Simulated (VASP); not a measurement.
# ZrH (P4_2/mmc) in VASP: further runs, part 2 of 2

VASP 6.6.1.

## 3. Single point, PBEsol

This run uses another cell than the first one, of 12.72 Å³/atom, 1.020 times its volume.

Contents of INCAR:

```
PREC = Accurate
ENCUT = 520
EDIFF = 1E-6
ISMEAR = -1
SIGMA = 0.15
LREAL = False
LASPH = True
NELM = 80
ALGO = Normal
ISIF = 2
LWAVE = False
LCHARG = False
GGA = PS
NBANDS = 21
```

Contents of KPOINTS:

```
Automatic mesh
0
Gamma
  14 14 8
```

Contents of POSCAR:

```
ZrH
1.0
    3.1914260948      0.0000000000      0.0000000000
    0.0000000000      3.1914260948      0.0000000000
    0.0000000000      0.0000000000      4.9958685874
Zr H
2 2
Direct
    0.0000000000      0.5000000000      0.0000000000
    0.5000000000      0.0000000000      0.5000000000
    0.0000000000      0.0000000000      0.7500000000
    0.0000000000      0.0000000000      0.2500000000
```

Potentials or basis: VASP PAW PBE potentials, release 64 (Zr_sv, H).

Launch:

```bash
> cat potpaw_PBE.64/Zr_sv/POTCAR potpaw_PBE.64/H/POTCAR > POTCAR
> mpirun -np 1 vasp_std > vasp.out
```

OUTCAR:

```text
PREC = Accurate
   ENCUT = 520
   EDIFF = 1E-6
   ISMEAR = -1
   LREAL = False
   LASPH = True
   NELM = 80
   ISIF = 2
   GGA = PS

 ion  position               nearest neighbor table
   1  0.000  0.500  0.000-   3 2.03   4 2.03   3 2.03   4 2.03   2 3.37   2 3.37   2 3.37   2 3.37
                             2 3.37   2 3.37   2 3.37   2 3.37
   2  0.500  0.000  0.500-   3 2.03   4 2.03   3 2.03   4 2.03   1 3.37   1 3.37   1 3.37   1 3.37
                             1 3.37   1 3.37   1 3.37   1 3.37
   3  0.000  0.000  0.750-   1 2.03   2 2.03   1 2.03   2 2.03
   4  0.000  0.000  0.250-   1 2.03   2 2.03   1 2.03   2 2.03

  LATTYP: Found a simple tetragonal cell.
 ALAT       =     3.1914260948
 C/A-ratio  =     1.5654031894

  Lattice vectors:

 A1 = (   3.1914260948,   0.0000000000,   0.0000000000)
 A2 = (   0.0000000000,   3.1914260948,   0.0000000000)
 A3 = (   0.0000000000,   0.0000000000,   4.9958685874)

Analysis of symmetry for initial positions (statically):
=====================================================================
 Subroutine PRICEL returns:
 Original cell was already a primitive cell.

 Routine SETGRP: Setting up the symmetry group for a
 simple tetragonal supercell.

 Subroutine GETGRP returns: Found 16 space group operations
 (whereof  8 operations were pure point group operations)
 out of a pool of 16 trial point group operations.

The static configuration has the point symmetry D_2h.
 The point group associated with its full space group is D_4h.

Analysis of symmetry for dynamics (positions and initial velocities):
=====================================================================
 Subroutine PRICEL returns:
 Original cell was already a primitive cell.

 Routine SETGRP: Setting up the symmetry group for a
 simple tetragonal supercell.

 Subroutine GETGRP returns: Found 16 space group operations
 (whereof  8 operations were pure point group operations)
 out of a pool of 16 trial point group operations.

The dynamic configuration has the point symmetry D_2h.
 The point group associated with its full space group is D_4h.
[... 118 lines left out ...]
   ISMEAR =    -1;   SIGMA  =   0.15  broadening in eV -4-tet -1-fermi 0-gaus
   EFERMI_NEDOS =   21; number of points for ismear=-14 and -15
   IALGO  =     38    algorithm
   IMIX   =      4    mixing-type and parameters
     AMIX     =   0.40;   BMIX     =  1.00
     AMIX_MAG =   1.60;   BMIX_MAG =  1.00
  volume/ion in A,a.u.               =      12.72        85.85
  Fermi-wavevector in a.u.,A,eV,Ry     =   1.308797  2.473268 23.306108  1.712951
  Thomas-Fermi vector in A             =   2.439440
   LORBIT       =      0    0 simple, 1 ext, 2 COOP (PROOUT), +10 PAW based schemes
   GGA     = PS    functional components
   LHFCALC =     F    Hartree Fock is set to
   AEXX    =    0.0000 exact exchange contribution
   IVDW    =     0    specifies the selected vdW correction
   LEPSILON=     F    determine dielectric tensor
   LRPA    =     F    only Hartree local field effects (RPA)
 non-spin polarized calculation
  energy-cutoff  :      520.00
  volume of cell :       50.88
 maximum number of plane-waves:      1400
 NGX is ok and might be reduce to    24
   NGX = 11   NGY = 11   NGZ = 19

 number of electron      25.9999999 magnetization

 Free energy of the ion-electron system (eV)
  ---------------------------------------------------
  ext. energy  EPLUGINS =         0.00000000
  ---------------------------------------------------
  free energy    TOTEN  =       -26.73889225 eV

  energy without entropy =      -26.57624369  energy(sigma->0) =      -26.65756797

 E-fermi :   8.3178     XC(G=0): -11.2611

 val. band max:        8.3125700916   @ k =   0.3571   0.2857   0.3750
 cond. band min:       8.3232654138   @ k =   0.5000   0.1429   0.1250
 fundamental gap:      0.0106953221
 Fermi energy:         8.3177604394

 k-point     1 :       0.0000    0.0000    0.0000
  band No.  band energies     occupation
      1     -40.4013      2.00000
      2     -40.2891      2.00000
      3     -18.8451      2.00000
      4     -18.2668      2.00000
      5     -18.2668      2.00000
      6     -18.0972      2.00000
[... 565 lines left out ...]
     20      14.8902      0.00000
     21      15.6099      0.00000

 [... further k-points ...]
[... 5 lines left out ...]
  --------------------------------------------------------------------------------------
  -------------------------------------------------------------------------------------
  Total        0.0128236      0.0128236      0.0113675      0.0000000      0.0000000      0.0000000
  in kB        0.4037763      0.4037763      0.3579282      0.0000000      0.0000000      0.0000000
  external PRESSURE =       0.3884936 kB  Pullay stress =       0.0000000 kB

 VOLUME and BASIS-vectors are now :
 -----------------------------------------------------------------------------
  energy-cutoff  :      520.00
  volume of cell :       50.88
      direct lattice vectors                 reciprocal lattice vectors
     3.191426095  0.000000000  0.000000000     0.313339545  0.000000000  0.000000000
     0.000000000  3.191426095  0.000000000     0.000000000  0.313339545  0.000000000
     0.000000000  0.000000000  4.995868587     0.000000000  0.000000000  0.200165393

 POSITION                                       TOTAL-FORCE (eV/Angst)
 -----------------------------------------------------------------------------------
      0.00000      1.59571      0.00000         0.000000      0.000000     -0.000000
      1.59571      0.00000      2.49793         0.000000      0.000000     -0.000000
      0.00000      0.00000      3.74690         0.000000      0.000000      0.000000
      0.00000      0.00000      1.24897         0.000000      0.000000      0.000000
 -----------------------------------------------------------------------------------
    total drift:                                0.000000      0.000000     -0.000000

  FREE ENERGIE OF THE ION-ELECTRON SYSTEM (eV)
  ---------------------------------------------------
  free  energy   TOTEN  =       -26.7388922495 eV

  energy  without entropy=      -26.5762436852  energy(sigma->0) =      -26.65756797
```

OSZICAR:

```text
N       E                     dE             d eps       ncg     rms          rms(c)
DAV:   1     0.218567335379E+03    0.21857E+03   -0.13979E+04  7560   0.122E+03
DAV:   2    -0.116603417897E+02   -0.23023E+03   -0.22467E+03  8595   0.358E+02
DAV:   3    -0.283853769853E+02   -0.16725E+02   -0.16566E+02 14241   0.704E+01
DAV:   4    -0.287734333507E+02   -0.38806E+00   -0.38741E+00  9124   0.114E+01
DAV:   5    -0.287836140311E+02   -0.10181E-01   -0.10180E-01 11563   0.128E+00    0.209E+01
DAV:   6    -0.270404452637E+02    0.17432E+01   -0.24739E+00  8715   0.102E+01    0.809E+00
DAV:   7    -0.267286473999E+02    0.31180E+00   -0.13685E+00 10556   0.652E+00    0.114E+00
DAV:   8    -0.267385840496E+02   -0.99366E-02   -0.14112E-01 10050   0.209E+00    0.613E-01
DAV:   9    -0.267391656353E+02   -0.58159E-03   -0.61755E-03 10120   0.612E-01    0.112E-01
DAV:  10    -0.267388999533E+02    0.26568E-03   -0.31347E-04  9108   0.994E-02    0.517E-02
DAV:  11    -0.267388930036E+02    0.69498E-05   -0.41541E-05  9345   0.518E-02    0.617E-03
DAV:  12    -0.267388922495E+02    0.75410E-06   -0.34772E-06  8425   0.106E-02
   1 F= -.26738892E+02 E0= -.26657568E+02  d E =-.162649E+00
```

It took 97 s on 1 thread of Intel Xeon Platinum 8488C (Sapphire Rapids), shared host; peak memory 0.28 GiB.

What came out:

```yaml
Free_energy: -26.7389 eV
Pressure: 0.0 GPa
Band_gap_on_the_k_mesh: zero (band 13 reaches 8.62 eV, above the bottom of band 14 at 7.71 eV)
```

Levels at points of the mesh, in eV from the Fermi level:
```tsv
k point	band 11	band 12	band 13	band 14	band 15	band 16
(0.00, 0.00, 0.00)	-3.07	-2.86	-0.05	0.81	0.81	2.15
(0.50, 0.00, 0.00)	-1.89	-0.82	-0.56	-0.24	1.80	2.05
(0.50, 0.50, 0.00)	-2.97	-2.97	-1.90	3.10	3.97	4.43
(0.00, 0.00, 0.50)	-1.76	-1.76	-0.09	-0.09	1.94	1.94
(0.50, 0.00, 0.50)	-2.80	-0.24	0.19	0.63	0.76	1.26
(0.50, 0.50, 0.50)	-2.05	-2.05	-0.28	-0.28	1.60	1.60
```

Caveat: the PAW data sets were made with another functional, which shifts forces and pressure a little.

## 4. Single point, PBEsol (volume scaled by 1.02, then relaxed in part)

Contents of INCAR:

```
SYSTEM = ZrH
PREC     = Accurate       ! precision mode
ENCUT    = 520            ! plane-wave cutoff, eV
EDIFF    = 1E-6           ! SCF threshold, eV
ISMEAR   = -1             ! smearing method
SIGMA    = 0.15           ! smearing width, eV
LREAL    = .FALSE.        ! projectors in reciprocal space
LASPH    = .TRUE.         ! aspherical terms in the spheres
NELM     = 60             ! most SCF steps
ALGO     = Normal         ! electronic algorithm
ISIF     = 2              ! what is computed and relaxed
LWAVE    = .FALSE.        ! write WAVECAR
LCHARG   = .FALSE.        ! write CHGCAR
GGA      = PS             ! functional
NBANDS   = 21             ! bands
```

Contents of KPOINTS:

```
Automatic mesh
0
G
  14 14 8
  0 0 0
```

Contents of POSCAR:

```
ZrH
1.0
    3.2166920298      0.0000000000      0.0000000000
    0.0000000000      3.2166920298      0.0000000000
    0.0000000000      0.0000000000      5.0160492889
Zr H
2 2
Direct
    0.0000000000      0.5000000000      0.0000000000
    0.5000000000      0.0000000000      0.5000000000
    0.0000000000      0.0000000000      0.7500000000
    0.0000000000      0.0000000000      0.2500000000
```

Potentials or basis: VASP PAW PBE potentials, release 64 (Zr_sv, H).

Launch:

```bash
> cat potpaw_PBE.64/Zr_sv/POTCAR potpaw_PBE.64/H/POTCAR > POTCAR
> mpirun -np 1 vasp_std > vasp.out
```

OUTCAR:

```text
SYSTEM = ZrH
   PREC = Accurate
   ENCUT = 520
   EDIFF = 1E-6
   ISMEAR = -1
   LREAL = .FALSE.
   LASPH = .TRUE.
   NELM = 60
   ISIF = 2
   GGA = PS

 ion  position               nearest neighbor table
   1  0.000  0.500  0.000-   3 2.04   4 2.04   3 2.04   4 2.04   2 3.39   2 3.39   2 3.39   2 3.39
                             2 3.39   2 3.39   2 3.39   2 3.39
   2  0.500  0.000  0.500-   3 2.04   4 2.04   3 2.04   4 2.04   1 3.39   1 3.39   1 3.39   1 3.39
                             1 3.39   1 3.39   1 3.39   1 3.39
   3  0.000  0.000  0.750-   1 2.04   2 2.04   1 2.04   2 2.04
   4  0.000  0.000  0.250-   1 2.04   2 2.04   1 2.04   2 2.04

[... 780 lines left out ...]
  -------------------------------------------------------------------------------------
  Total       -0.7309244     -0.7309244     -0.7308641      0.0000000      0.0000000      0.0000000
  in kB      -22.5632836    -22.5632836    -22.5614207      0.0000000      0.0000000      0.0000000
  external PRESSURE =     -22.5626626 kB  Pullay stress =       0.0000000 kB

 VOLUME and BASIS-vectors are now :
 -----------------------------------------------------------------------------
  energy-cutoff  :      520.00
  volume of cell :       51.90
      direct lattice vectors                 reciprocal lattice vectors
     3.216692030  0.000000000  0.000000000     0.310878378  0.000000000  0.000000000
     0.000000000  3.216692030  0.000000000     0.000000000  0.310878378  0.000000000
     0.000000000  0.000000000  5.016049289     0.000000000  0.000000000  0.199360082

 POSITION                                       TOTAL-FORCE (eV/Angst)
 -----------------------------------------------------------------------------------
      0.00000      1.60835      0.00000         0.000000     -0.000000     -0.000000
      1.60835      0.00000      2.50802         0.000000     -0.000000     -0.000000
      0.00000      0.00000      3.76204        -0.000000      0.000000      0.000000
      0.00000      0.00000      1.25401         0.000000     -0.000000      0.000000
 -----------------------------------------------------------------------------------
    total drift:                                0.000000      0.000000     -0.000000

  FREE ENERGIE OF THE ION-ELECTRON SYSTEM (eV)
  ---------------------------------------------------
  free  energy   TOTEN  =       -26.7327619600 eV

  energy  without entropy=      -26.5670868599  energy(sigma->0) =      -26.64992441
```

OSZICAR:

```text
N       E                     dE             d eps       ncg     rms          rms(c)
DAV:   1     0.217443901179E+03    0.21744E+03   -0.13920E+04  7560   0.122E+03
DAV:   2    -0.115871977505E+02   -0.22903E+03   -0.22352E+03  8600   0.356E+02
DAV:   3    -0.283909746454E+02   -0.16804E+02   -0.16661E+02 14239   0.703E+01
DAV:   4    -0.287889756304E+02   -0.39800E+00   -0.39719E+00  9192   0.115E+01
DAV:   5    -0.287992574113E+02   -0.10282E-01   -0.10281E-01 11607   0.130E+00    0.201E+01
DAV:   6    -0.270360365553E+02    0.17632E+01   -0.25251E+00  8784   0.103E+01    0.770E+00
DAV:   7    -0.267229037599E+02    0.31313E+00   -0.13729E+00 10585   0.648E+00    0.114E+00
DAV:   8    -0.267324612205E+02   -0.95575E-02   -0.13890E-01  9999   0.207E+00    0.604E-01
DAV:   9    -0.267330300901E+02   -0.56887E-03   -0.65348E-03 10115   0.621E-01    0.110E-01
DAV:  10    -0.267327687739E+02    0.26132E-03   -0.33917E-04  9179   0.100E-01    0.505E-02
DAV:  11    -0.267327625437E+02    0.62302E-05   -0.43156E-05  9364   0.519E-02    0.540E-03
DAV:  12    -0.267327619600E+02    0.58366E-06   -0.29442E-06  8294   0.982E-03
   1 F= -.26732762E+02 E0= -.26649924E+02  d E =-.165675E+00
```

stdout:

```text
POSCAR found type information on POSCAR ZrH
 POSCAR found :  2 types and       4 ions
 scaLAPACK will be used
 -----------------------------------------------------------------------------
|                                                                             |
|                                                                             |
|     You enforced a specific xc type in the INCAR file but a different       |
|     I HOPE YOU KNOW WHAT YOU ARE DOING!                                     |
|                                                                             |
 -----------------------------------------------------------------------------

 LDA part: xc-table for (Slater+PW92), standard interpolation
 POSCAR, INCAR and KPOINTS ok, starting setup
 FFT: planning ... GRIDC
 FFT: planning ... GRID_SOFT
 FFT: planning ... GRID
 WAVECAR not read
 entering main loop
```

Run time: 2.4 min. Hardware: 1 thread of Intel Xeon Platinum 8488C (Sapphire Rapids), shared host; peak memory 0.28 GiB.

Results:

```
Free energy            : -26.7328 eV
Pressure               : -2.3 GPa
Band gap on the k mesh : zero (band 13 reaches 8.41 eV, above the bottom of band 14 at 7.51 eV)
```

Caveat: the cell differs from its parent crystal (volume scaled by 1.02, then relaxed in part); the PAW data sets were made with another functional, which shifts forces and pressure a little.

## 5. Relaxation of shape and atoms at fixed volume, PBEsol (volume scaled by 0.98)

Contents of INCAR:

```
PREC     = Accurate       # precision mode
ENCUT    = 600            # plane-wave cutoff, eV
EDIFF    = 1E-7           # SCF threshold, eV
ISMEAR   = -1             # smearing method
SIGMA    = 0.15           # smearing width, eV
LREAL    = F              # projectors in reciprocal space
LASPH    = T              # aspherical terms in the spheres
NELM     = 80             # most SCF steps
ALGO     = Normal         # electronic algorithm
ISIF     = 4              # what is computed and relaxed
LWAVE    = F              # write WAVECAR
LCHARG   = F              # write CHGCAR
GGA      = PS             # functional
IBRION   = 2              # ionic algorithm
NSW      = 80             # ionic steps
EDIFFG   = -0.001         # ionic threshold
```

Contents of KPOINTS:

```
Automatic mesh
0
Gamma
  14 14 8
```

Contents of POSCAR:

```
ZrH
1.0
    3.1700064823      0.0000000000      0.0000000000
    0.0000000000      3.1700064823      0.0000000000
    0.0000000000      0.0000000000      4.9623382578
Zr H
2 2
Direct
    0.0000000000      0.5000000000      0.0000000000
    0.5000000000      0.0000000000      0.5000000000
    0.0000000000      0.0000000000      0.7500000000
    0.0000000000      0.0000000000      0.2500000000
```

Launch:

```bash
> cat potpaw_PBE.64/Zr_sv/POTCAR potpaw_PBE.64/H/POTCAR > POTCAR
> mpirun -np 1 vasp_std > vasp.out
```

It took 6.1 min on 1 thread of Intel Xeon Platinum 8488C (Sapphire Rapids), shared host; peak memory 0.3 GiB.

The run converged. Its results:

```yaml
Free_energy: -26.7315 eV
Energy_gained_by_relaxing: 0.0 meV/atom
Ionic_steps: 3
Pressure_after_relaxing: 2.6 GPa
Band_gap_on_the_k_mesh: zero (band 13 reaches 8.81 eV, above the bottom of band 14 at 7.91 eV)
```

The path:
| step | energy change (eV) | largest force (eV/Å) | pressure (GPa) | volume (Å³) |
| --- | --- | --- | --- | --- |
| 1 | 0.0000 | 0.0000 | 2.67 | 49.87 |
| 2 | -0.0001 | 0.0000 | 2.66 | 49.87 |
| 3 | -0.0001 | 0.0000 | 2.63 | 49.87 |

Final structure:
```
Zr H
1.0
     3.16588    0.00000    0.00000
     0.00000    3.16588    0.00000
     0.00000    0.00000    4.97528
Zr H
2 2
Direct
  0.00000 0.50000 0.00000
  0.50000 0.00000 0.50000
  0.00000 0.00000 0.75000
  0.00000 0.00000 0.25000
```

Levels at points of the mesh, in eV from the Fermi level:
| k point | band 10 | band 11 | band 12 | band 13 | band 14 | band 15 | band 16 | band 17 |
| --- | --- | --- | --- | --- | --- | --- | --- | --- |
| (0.00, 0.00, 0.00) | -3.48 | -3.12 | -2.91 | -0.07 | 0.85 | 0.85 | 2.17 | 3.77 |
| (0.50, 0.00, 0.00) | -5.54 | -1.87 | -0.84 | -0.56 | -0.25 | 1.85 | 2.10 | 2.51 |
| (0.50, 0.50, 0.00) | -3.65 | -3.03 | -3.03 | -1.95 | 3.23 | 4.05 | 4.53 | 4.54 |
| (0.00, 0.00, 0.50) | -6.74 | -1.80 | -1.80 | -0.12 | -0.12 | 2.01 | 2.01 | 2.61 |
| (0.50, 0.00, 0.50) | -3.87 | -2.85 | -0.27 | 0.17 | 0.69 | 0.79 | 1.30 | 4.23 |
| (0.50, 0.50, 0.50) | -5.47 | -2.11 | -2.11 | -0.28 | -0.28 | 1.63 | 1.63 | 5.65 |

Caveat: the cell differs from its parent crystal (volume scaled by 0.98); the PAW data sets were made with another functional, which shifts forces and pressure a little.

## 6. The runs side by side

| task | cell | cutoff (eV) | gap on the mesh (eV) | pressure (GPa) |
| --- | --- | --- | --- | --- |
| single point | a = 3.166, b = 3.166, c = 4.975 Å, 4 atoms | 520 | none | 2.6 |
| single point | a = 3.191, b = 3.191, c = 4.996 Å, 4 atoms | 520 | none | 0.0 |
| single point | a = 3.217, b = 3.217, c = 5.016 Å, 4 atoms | 520 | none | -2.3 |
| relaxation of shape and atoms at fixed volume | relaxed from a = 3.170, b = 3.170, c = 4.962 Å, 4 atoms | 600 | none | 2.6 |

Alike in all rows: level PBEsol; potentials or basis VASP PAW PBE potentials, release 64 (Zr_sv, H); no spin polarisation; k mesh 14 × 14 × 8; smearing fermi-dirac 0.15 eV.

Caveats: the PAW data sets were made with another functional, which shifts forces and pressure a little.

Absolute energies hang on the potentials; compare differences alone.
